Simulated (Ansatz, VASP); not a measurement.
# Cr: VASP beside Ansatz

```
Cr
1.0
     2.86643    0.00000    0.00000
     0.00000    2.86643    0.00000
     0.00000    0.00000    2.86643
Cr
2
Direct
  0.00000 0.00000 0.00000
  0.50000 0.50000 0.50000
```

Alike in both runs: functional PBE; k mesh 16 × 16 × 16; occupations gaussian, width 0.05 eV; collinear spin.

Ansatz relaxed the structure, and its values are those at the end. VASP's run is a single point on that final structure, the one shown.

```csv
,VASP,Ansatz
version,VASP 6.6.1,Ansatz 0.2.0
potentials or method,"VASP PAW PBE potentials, release 64 (Cr_pv), cutoff 520 eV","scalar-relativistic, plane waves, PAW"
valence electrons in the cell,24,28
```

Ansatz gave:

```
gap on the k mesh at the Fermi level (eV)                     : none
pressure (GPa)                                                : 0.0
net moment per atom (μB)                                      : 0.00
size of the moment on the site where the two differ most (μB) : 1.02
```

Question: What did VASP give for the same quantities?

Answer: gap on the k mesh at the Fermi level (eV): none; pressure (GPa): -0.1; net moment per atom (μB): 0.00; size of the moment on the site where the two differ most (μB): 1.13.

Site moments also hang on the region over which each program counts them. A gap of «none» marks a metal or a gap that the smearing closes. VASP's potentials hold 24 valence electrons a cell and Ansatz's 28, so a difference there can come from the potentials and not from the codes.
